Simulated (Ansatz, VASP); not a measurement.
**One calculation of Tl, two programs**

The input INCAR:

```
SYSTEM = Tl
ALGO     = Fast           ! electronic algorithm
EDIFF    = 1E-6           ! SCF threshold, eV
ENCUT    = 520            ! plane-wave cutoff, eV
GGA      = PE             ! functional
ISIF     = 2              ! what is computed and relaxed
ISMEAR   = -1             ! smearing method
LASPH    = .TRUE.         ! aspherical terms in the spheres
LCHARG   = .FALSE.        ! write CHGCAR
LREAL    = .FALSE.        ! projectors in reciprocal space
LWAVE    = .FALSE.        ! write WAVECAR
NBANDS   = 12             ! bands
NELM     = 100            ! most SCF steps
PREC     = Accurate       ! precision mode
SIGMA    = 0.05           ! smearing width, eV
```

The input KPOINTS:

```
k-points
0
G
  9 9 9
  0 0 0
```

File POSCAR:

```
Tl
1.0
    0.0000000000      2.4663412330      2.4663412330
    2.4663412330      0.0000000000      2.4663412330
    2.4663412330      2.4663412330      0.0000000000
Tl
1
Direct
    0.0000000000      0.0000000000      0.0000000000
```

input.yaml

```yaml
crystal:
  lattice:
    - [0.0, 2.466341233, 2.466341233]
    - [2.466341233, 0.0, 2.466341233]
    - [2.466341233, 2.466341233, 0.0]
  atoms:
    - { symbol: Tl, position: [0.0, 0.0, 0.0] }
kpoints:
  mp_grid: { grid: [9, 9, 9] }
scf:
  occupations: { method: fermi_dirac, width: 0.05 }
hamiltonian:
  xc: pbe
  pseudopotentials: { kind: all_electron, lapw: { basis_error: 0.0005 } }
output:
  forces: true
  stress: true
  eigenvalues: true
```

Alike in both runs: task single point; functional PBE; k mesh 9 × 9 × 9; occupations fermi-dirac, width 0.05 eV; no spin polarisation.

```csv
,VASP,Ansatz
version,VASP 6.6.1,Ansatz 0.2.0
potentials or method,"VASP PAW PBE potentials, release 64 (Tl_d), cutoff 520 eV","all-electron LAPW, scalar-relativistic"
```

```csv
,VASP,Ansatz,Ansatz less VASP
gap on the k mesh at the Fermi level (eV),none,none,-
pressure (GPa),1.2,1.2,+0.06
```

A gap of «none» marks a metal or a gap that the smearing closes. Ansatz ran all-electron here, and VASP with PAW potentials.

Spin-orbit coupling is off throughout.
